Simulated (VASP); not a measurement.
Write the native input for VASP 6.6.1 that does the following.

* Task: relaxation of the atoms
* Functional: LDA
* Potentials or basis: VASP PAW LDA potentials, release 64 (Al, N)
* Cutoff: 520 eV
* k mesh: 9 × 9 × 6
* Occupations: gaussian, width 0.01 eV
* Spin: no spin polarisation
* Dipole correction: no
* Further INCAR settings: ALGO = Normal; EDIFF = 1e-07; IBRION = 2; EDIFFG = -0.001; NSW = 80

The structure of AlN lies in POSCAR:

```
AlN
1.0
    3.1192260000      0.0000000000      0.0000000000
   -1.5596130000      2.7013289562      0.0000000000
    0.0000000000      0.0000000000      4.9810000000
Al N
2 2
Direct
    0.3333333333      0.6666666667      0.0000000000
    0.6666666667      0.3333333333      0.5000000000
    0.3333333333      0.6666666667      0.3800000000
    0.6666666667      0.3333333333      0.8800000000
```

One way to write it, as run:

INCAR

```
SYSTEM = AlN
PREC     = Accurate       ! precision mode
ENCUT    = 520            ! plane-wave cutoff, eV
EDIFF    = 1E-7           ! SCF threshold, eV
ISMEAR   = 0              ! smearing method
SIGMA    = 0.01           ! smearing width, eV
LREAL    = .False.        ! projectors in reciprocal space
LASPH    = .True.         ! aspherical terms in the spheres
NELM     = 80             ! most SCF steps
ALGO     = Normal         ! electronic algorithm
ISIF     = 2              ! what is computed and relaxed
LWAVE    = .False.        ! write WAVECAR
LCHARG   = .False.        ! write CHGCAR
GGA      = CA             ! functional
IBRION   = 2              ! ionic algorithm
NSW      = 80             ! ionic steps
EDIFFG   = -0.001         ! ionic threshold
```

KPOINTS

```
regular mesh
0
Gamma
  9 9 6
  0 0 0
```

Potentials or basis: VASP PAW LDA potentials, release 64 (Al, N).

Launch:

```console
$ cat potpaw_LDA.64/Al/POTCAR potpaw_LDA.64/N/POTCAR > POTCAR
$ mpirun -np 1 vasp_std > vasp.out
```

Results of the run:

```
Energy gained by relaxing : 0.4 meV/atom
Ionic steps               : 3
Pressure after relaxing   : -4.9 GPa
Band gap on the k mesh    : 4.17 eV, direct
```

Wall time 20 s on 1 thread of Intel(R) Xeon(R) Platinum 8488C (Sapphire Rapids) (shared host), peak memory 0.15 GiB.
